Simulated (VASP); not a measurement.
## SnTe: single point with PBE0

The system is SnTe.

```
Te Sn
1.0
     0.00000    3.56234    3.56234
     3.56234    0.00000    3.56234
     3.56234    3.56234    0.00000
Te Sn
1 1
Cartesian
  1.7812 1.7812 1.7812
  0.0000 0.0000 0.0000
```

| Item | Value |
| --- | --- |
| Program | VASP 6.6.1 |
| Task | single point |
| Functional | PBE0 |
| Potentials or basis | VASP PAW PBE potentials, release 64 (Te, Sn_d) |
| Cutoff | 520 eV |
| k mesh | 4 × 4 × 4 |
| Occupations | fermi-dirac, width 0.05 eV |
| Spin | no spin polarisation |

| Property | Result |
| --- | --- |
| Pressure | 0.3 GPa |
| Band gap on the k mesh | 0.84 eV (least direct gap 1.74 eV) |

Levels at points of the mesh, in eV from the valence-band top:
```
           k point  band 7  band 8  band 9  band 10  band 11  band 12  band 13  band 14
(0.00, 0.00, 0.00)   -5.67   -2.48   -2.48    -2.48     1.89     1.89     1.89     5.05
(0.50, 0.00, 0.00)   -8.09   -3.12   -3.12    -2.42     2.78     2.78     4.71     6.66
(0.50, 0.50, 0.00)   -8.52   -3.90   -3.90    -0.90     0.84     5.29     5.29     6.57
```

Run time: 30 min on 1 thread of Intel(R) Xeon(R) Platinum 8488C (Sapphire Rapids), with other jobs on the host, peak memory 0.26 GiB.

Caveat: the PAW data sets were made with another functional, which shifts forces and pressure a little; spin-orbit coupling is left out, which moves the levels of the heavy elements. A k mesh can miss the band edges.
